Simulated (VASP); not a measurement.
# LiH (Pm-3m) in VASP: further runs

Aim: see how the results for LiH move with the level of theory and the settings. Levels: PBE, r2SCAN. Tasks: single point.

Everything below comes from runs of VASP 6.6.1. Logs are shortened: lines on timing, memory, paths and dates and some standing lists are left out, and cuts for length are marked.

**1. The cell of the first run**

It takes space group Pm-3m (No. 221, cubic). The conventional cell has a = 2.502 Å, b = 2.502 Å, c = 2.502 Å, α = 90.00°, β = 90.00°, γ = 90.00°. Within 2.9 Å of Li (site symmetry m-3m) lie 8 H at 2.17 Å and 6 Li at 2.50 Å. Within 2.9 Å of H (site symmetry m-3m) lie 8 Li at 2.17 Å and 6 H at 2.50 Å.

**2. Single point, PBE**

Input file INCAR:

```
SYSTEM = LiH
  ALGO = Normal
  EDIFF = 1E-7
  ENCUT = 520
  GGA = PE
  ISIF = 2
  ISMEAR = 0
  LASPH = .True.
  LCHARG = .False.
  LREAL = .False.
  LWAVE = .False.
  NBANDS = 9
  NELM = 60
  PREC = Accurate
  SIGMA = 0.01
```

Input file KPOINTS:

```
k-points
0
Gamma
  8 8 8
  0 0 0
```

Input file POSCAR:

```
LiH
1.0
    2.5016587118      0.0000000000      0.0000000000
    0.0000000000      2.5016587118      0.0000000000
    0.0000000000      0.0000000000      2.5016587118
Li H
1 1
Direct
    0.0000000000      0.0000000000      0.0000000000
    0.5000000000      0.5000000000      0.5000000000
```

Potentials or basis: VASP PAW PBE potentials, release 64 (Li_sv, H).

On the command line:

```sh
$ cat potpaw_PBE.64/Li_sv/POTCAR potpaw_PBE.64/H/POTCAR > POTCAR
$ mpirun -np 1 vasp_std > vasp.out
```

OUTCAR:

```text
SYSTEM = LiH
   EDIFF = 1E-7
   ENCUT = 520
   GGA = PE
   ISIF = 2
   ISMEAR = 0
   LASPH = .True.
   LREAL = .False.
   NELM = 60
   PREC = Accurate

 ion  position               nearest neighbor table
   1  0.000  0.000  0.000-
   2  0.500  0.500  0.500-

  LATTYP: Found a simple cubic cell.
 ALAT       =     2.5016587118

  Lattice vectors:

 A1 = (   2.5016587118,   0.0000000000,   0.0000000000)
 A2 = (   0.0000000000,   2.5016587118,   0.0000000000)
 A3 = (   0.0000000000,   0.0000000000,   2.5016587118)

Analysis of symmetry for initial positions (statically):
=====================================================================
 Subroutine PRICEL returns:
 Original cell was already a primitive cell.

 Routine SETGRP: Setting up the symmetry group for a
 simple cubic supercell.

 Subroutine GETGRP returns: Found 48 space group operations
 (whereof 48 operations were pure point group operations)
 out of a pool of 48 trial point group operations.

The static configuration has the point symmetry O_h .

Analysis of symmetry for dynamics (positions and initial velocities):
=====================================================================
 Subroutine PRICEL returns:
 Original cell was already a primitive cell.

 Routine SETGRP: Setting up the symmetry group for a
 simple cubic supercell.

 Subroutine GETGRP returns: Found 48 space group operations
 (whereof 48 operations were pure point group operations)
 out of a pool of 48 trial point group operations.

The dynamic configuration has the point symmetry O_h .

 Subroutine INISYM returns: Found 48 space group operations
 (whereof 48 operations are pure point group operations),
 and found     1 'primitive' translations

----------------------------------------------------------------------------------------

                                     Primitive cell

  volume of cell :      15.6561

  direct lattice vectors                    reciprocal lattice vectors
     2.501658712  0.000000000  0.000000000     0.399734782  0.000000000  0.000000000
     0.000000000  2.501658712  0.000000000     0.000000000  0.399734782  0.000000000
     0.000000000  0.000000000  2.501658712     0.000000000  0.000000000  0.399734782

  length of vectors
     2.501658712  2.501658712  2.501658712     0.399734782  0.399734782  0.399734782

  position of ions in fractional coordinates (direct lattice)
     0.000000000  0.000000000  0.000000000
     0.500000000  0.500000000  0.500000000

[... 76 lines left out ...]
   EDIFF  = 0.1E-06   stopping-criterion for ELM
   LREAL  =      F    real-space projection
   EDIFFG = 0.1E-05   stopping-criterion for IOM
   NSW    =      0    number of steps for IOM
   IBRION =     -1    ionic relax: 0-MD 1-quasi-New 2-CG
   NFREE  =      0    steps in history (QN), initial steepest desc. (CG)
   ISIF   =      2    stress and relaxation
   ISYM   =      2    0-nonsym 1-usesym 2-fastsym
   POTIM  = 0.5000    time-step for ionic-motion
   TEBEG  =    0.0;   TEEND  =   0.0 temperature during run
   PSTRESS=    0.0 pullay stress
   NELECT =       4.0000    total number of electrons
   NUPDOWN=      -1.0000    fix difference up-down
   EMIN   =  10.00;   EMAX   =-10.00  energy-range for DOS
   EFERMI =   0.00;   METHOD = LEGACY
   ISMEAR =     0;   SIGMA  =   0.01  broadening in eV -4-tet -1-fermi 0-gaus
   EFERMI_NEDOS =   21; number of points for ismear=-14 and -15
   IALGO  =     38    algorithm
   IMIX   =      4    mixing-type and parameters
     AMIX     =   0.40;   BMIX     =  1.00
     AMIX_MAG =   1.60;   BMIX_MAG =  1.00
  volume/ion in A,a.u.               =       7.83        52.83
  Fermi-wavevector in a.u.,A,eV,Ry     =   1.038804  1.963054 14.682222  1.079113
  Thomas-Fermi vector in A             =   2.173305
   LORBIT       =      0    0 simple, 1 ext, 2 COOP (PROOUT), +10 PAW based schemes
   GGA     = PE    functional components
   LHFCALC =     F    Hartree Fock is set to
   AEXX    =    0.0000 exact exchange contribution
   IVDW    =     0    specifies the selected vdW correction
   LEPSILON=     F    determine dielectric tensor
   LRPA    =     F    only Hartree local field effects (RPA)
 non-spin polarized calculation
 Gauss-broadening in eV      SIGMA  =   0.01
  energy-cutoff  :      520.00
  volume of cell :       15.66
 maximum number of plane-waves:       441
 NGX is ok and might be reduce to    20
   NGX =  9   NGY =  9   NGZ =  9

 number of electron       4.0000011 magnetization

 Free energy of the ion-electron system (eV)
  ---------------------------------------------------
  ext. energy  EPLUGINS =         0.00000000
  ---------------------------------------------------
  free energy    TOTEN  =        -5.65853707 eV

  energy without entropy =       -5.65853707  energy(sigma->0) =       -5.65853707

 E-fermi :   3.8474     XC(G=0):  -8.6586

 val. band max:        3.5526334260   @ k =   0.5000   0.5000   0.5000
 cond. band min:       4.2826044995   @ k =   0.5000   0.0000   0.0000
 fundamental gap:      0.7299710735
 Fermi energy:         3.8473894435

 k-point     1 :       0.0000    0.0000    0.0000
  band No.  band energies     occupation
      1     -44.5730      2.00000
      2      -5.2832      2.00000
      3      15.5158      0.00000
      4      15.5158      0.00000
      5      15.5158      0.00000
      6      16.1186      0.00000
      7      18.6622      0.00000
      8      18.6622      0.00000
      9      35.2546      0.00000
[... 265 lines left out ...]
 k-point    24 :       0.5000    0.3750    0.1250
  band No.  band energies     occupation
      1     -44.4719      2.00000
      2       0.0948      2.00000
      3       5.2698      0.00000
      4       7.1204      0.00000
      5      12.7474      0.00000
      6      19.5168      0.00000
      7      22.0314      0.00000
      8      25.3262      0.00000
      9      25.6441      0.00000

 [... further k-points ...]
[... 5 lines left out ...]
  --------------------------------------------------------------------------------------
  -------------------------------------------------------------------------------------
  Total        0.0082427      0.0082427      0.0082427     -0.0000000      0.0000000     -0.0000000
  in kB        0.8435196      0.8435196      0.8435196     -0.0000000      0.0000000     -0.0000000
  external PRESSURE =       0.8435196 kB  Pullay stress =       0.0000000 kB

 VOLUME and BASIS-vectors are now :
 -----------------------------------------------------------------------------
  energy-cutoff  :      520.00
  volume of cell :       15.66
      direct lattice vectors                 reciprocal lattice vectors
     2.501658712  0.000000000  0.000000000     0.399734782  0.000000000  0.000000000
     0.000000000  2.501658712  0.000000000     0.000000000  0.399734782  0.000000000
     0.000000000  0.000000000  2.501658712     0.000000000  0.000000000  0.399734782

 POSITION                                       TOTAL-FORCE (eV/Angst)
 -----------------------------------------------------------------------------------
      0.00000      0.00000      0.00000         0.000000      0.000000      0.000000
      1.25083      1.25083      1.25083         0.000000      0.000000      0.000000
 -----------------------------------------------------------------------------------
    total drift:                                0.000000      0.000000      0.000000

  FREE ENERGIE OF THE ION-ELECTRON SYSTEM (eV)
  ---------------------------------------------------
  free  energy   TOTEN  =        -5.6585370732 eV

  energy  without entropy=       -5.6585370732  energy(sigma->0) =       -5.65853707
```

OSZICAR:

```text
N       E                     dE             d eps       ncg     rms          rms(c)
DAV:   1    -0.217766788214E+01   -0.21777E+01   -0.13733E+03   686   0.382E+02
DAV:   2    -0.588375604188E+01   -0.37061E+01   -0.36882E+01   849   0.512E+01
DAV:   3    -0.592441678754E+01   -0.40661E-01   -0.40569E-01   751   0.439E+00
DAV:   4    -0.592455890736E+01   -0.14212E-03   -0.14211E-03   791   0.259E-01
DAV:   5    -0.592455960576E+01   -0.69840E-06   -0.69839E-06   781   0.137E-02    0.282E+00
DAV:   6    -0.572737731095E+01    0.19718E+00   -0.16220E-01   722   0.121E+00    0.140E+00
DAV:   7    -0.565745993542E+01    0.69917E-01   -0.21294E-01   735   0.153E+00    0.225E-01
DAV:   8    -0.565861194435E+01   -0.11520E-02   -0.40680E-03   739   0.426E-01    0.533E-02
DAV:   9    -0.565853723835E+01    0.74706E-04   -0.28909E-04   834   0.567E-02    0.597E-03
DAV:  10    -0.565853707110E+01    0.16724E-06   -0.67587E-06   680   0.190E-02    0.257E-03
DAV:  11    -0.565853707316E+01   -0.20601E-08   -0.12685E-07   831   0.230E-03
   1 F= -.56585371E+01 E0= -.56585371E+01  d E =0.000000E+00
```

stdout:

```text
POSCAR found type information on POSCAR LiH
 POSCAR found :  2 types and       2 ions
 scaLAPACK will be used
 LDA part: xc-table for (Slater+PW92), standard interpolation
 POSCAR, INCAR and KPOINTS ok, starting setup
 FFT: planning ... GRIDC
 FFT: planning ... GRID_SOFT
 FFT: planning ... GRID
 WAVECAR not read
 entering main loop
```

Run time: 3.9 s. Hardware: 1 thread of Intel Xeon Platinum 8259CL at 2.50GHz (Skylake/Cascade Lake), shared host; peak memory 0.12 GiB.

Results:

- Free energy: -5.6585 eV
- Band gap on the k mesh: 0.73 eV, indirect (least direct gap 4.21 eV)

Caveat: the cutoff is under 1.25 times the usual one of these potentials, so pressure, stress and relaxed cells hold a basis-set (Pulay) error. A k mesh can miss the band edges.

**3. Single point, r2SCAN**

POSCAR is that of step 2.

Input file INCAR.step1:

```
PREC = Accurate ; ENCUT = 520
ISMEAR = 0 ; SIGMA = 0.01
LREAL = False ; LASPH = True
NELM = 100 ; NBANDS = 9
GGA = PE ; ALGO = Normal
EDIFF = 1E-4 ; LWAVE = True
LCHARG = False
```

Input file INCAR.step2:

```
PREC = Accurate ; ENCUT = 520
EDIFF = 1E-6 ; ISMEAR = 0
SIGMA = 0.01 ; LREAL = False
LASPH = True ; NELM = 100
ALGO = Normal ; ISIF = 2
LWAVE = False ; LCHARG = False
METAGGA = R2SCAN ; LMIXTAU = True
NBANDS = 9 ; ISTART = 1
```

Input file KPOINTS:

```
regular mesh
0
Gamma
  6 6 6
```

Potentials or basis: VASP PAW PBE potentials, release 64 (Li_sv, H).

On the command line:

```sh
$ cat potpaw_PBE.64/Li_sv/POTCAR potpaw_PBE.64/H/POTCAR > POTCAR
$ cp INCAR.step1 INCAR
$ mpirun -np 1 vasp_std > vasp.out
$ cp INCAR.step2 INCAR
$ mpirun -np 1 vasp_std > vasp.out
```

It took 11 s on 1 thread of Intel Xeon Platinum 8259CL at 2.50GHz (Skylake/Cascade Lake), shared host; peak memory 0.12 GiB.

Results (log left out):

```yaml
Free_energy: -6.3319 eV
Band_gap_on_the_k_mesh: 1.29 eV, indirect (least direct gap 4.88 eV)
```

Levels at points of the mesh, in eV from the valence-band top:
| k point | band 1 | band 2 | band 3 | band 4 | band 5 | band 6 |
| --- | --- | --- | --- | --- | --- | --- |
| (0.00, 0.00, 0.00) | -49.82 | -9.12 | 13.03 | 13.03 | 13.03 | 14.07 |
| (0.50, 0.00, 0.00) | -49.77 | -6.86 | 1.29 | 12.72 | 17.99 | 17.99 |
| (0.50, 0.50, 0.00) | -49.72 | -2.87 | 2.01 | 2.01 | 10.45 | 21.74 |
| (0.50, 0.50, 0.50) | -49.68 | 0.00 | 7.50 | 7.50 | 7.50 | 9.09 |

Caveat: the cutoff is under 1.25 times the usual one of these potentials, so pressure, stress and relaxed cells hold a basis-set (Pulay) error; the PAW data sets were made with another functional, which shifts forces and pressure a little.
